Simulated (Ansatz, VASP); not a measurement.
# One calculation of Co, two programs

The input POSCAR:

```
Co
1.0
   -1.3830859083      1.3830859083      1.3830859083
    1.3830859083     -1.3830859083      1.3830859083
    1.3830859083      1.3830859083     -1.3830859083
Co
1
Direct
    0.0000000000      0.0000000000      0.0000000000
```

INCAR.step1

```
SYSTEM = Co
ALGO = Normal
EDIFF = 1E-4
ENCUT = 520
GGA = PE
ISMEAR = -1
LASPH = .True.
LCHARG = .False.
LREAL = .False.
LWAVE = .True.
NBANDS = 10
NELM = 60
PREC = Accurate
SIGMA = 0.1
```

The input INCAR.step2:

```
SYSTEM = Co
ALGO = Normal
EDIFF = 1E-7
ENCUT = 520
ISIF = 2
ISMEAR = -1
ISTART = 1
LASPH = .True.
LCHARG = .False.
LMIXTAU = .True.
LREAL = .False.
LWAVE = .False.
METAGGA = R2SCAN
NBANDS = 10
NELM = 60
PREC = Accurate
SIGMA = 0.1
```

The input KPOINTS:

```
k-points
0
Gamma
  18 18 18
  0 0 0
```

Input for Ansatz:

```yaml
crystal:
  lattice:
    - [-1.3830859083, 1.3830859083, 1.3830859083]
    - [1.3830859083, -1.3830859083, 1.3830859083]
    - [1.3830859083, 1.3830859083, -1.3830859083]
  atoms:
    - { symbol: Co, position: [0.0, 0.0, 0.0] }
hamiltonian:
  xc: r2scan
  pseudopotentials:
    kind: paw
    azcp:
      Co: "pseudopotentials/Co.paw.azcp"
basis:
  ecutwfc: 500
  fft_grid_basis: typed
kpoints:
  mp_grid: { grid: [18, 18, 18], shift: [0, 0, 0] }
magnetization:
  spin_polarized: false
scf:
  occupations: { method: fermi_dirac, width: 0.1 }
  lower_state_search: "off"
output:
  stress: true
  write_density: true
  write_potential: true
  elf: true
  volumetric_format: npy
```

Alike in both runs: task single point; functional r2SCAN; k mesh 18 × 18 × 18; occupations fermi-dirac, width 0.1 eV; no spin polarisation.

|  | VASP | Ansatz |
| --- | --- | --- |
| version | VASP 6.6.1 | Ansatz 0.2.0 |
| potentials or method | VASP PAW PBE potentials, release 64 (Co), cutoff 520 eV | plane waves (500 eV) with PAW, scalar-relativistic |
| valence electrons in the cell | 9 | 17 |

```tsv
	VASP	Ansatz	Ansatz less VASP
pressure (GPa)	-9.2	-9.5	-0.32
```

VASP's potentials were made for PBE, not for r2SCAN. The functional is the same, so the differences come from potentials, cutoffs and numerics. VASP's potentials hold 9 valence electrons a cell and Ansatz's 17, so a difference there can come from the potentials and not from the codes.
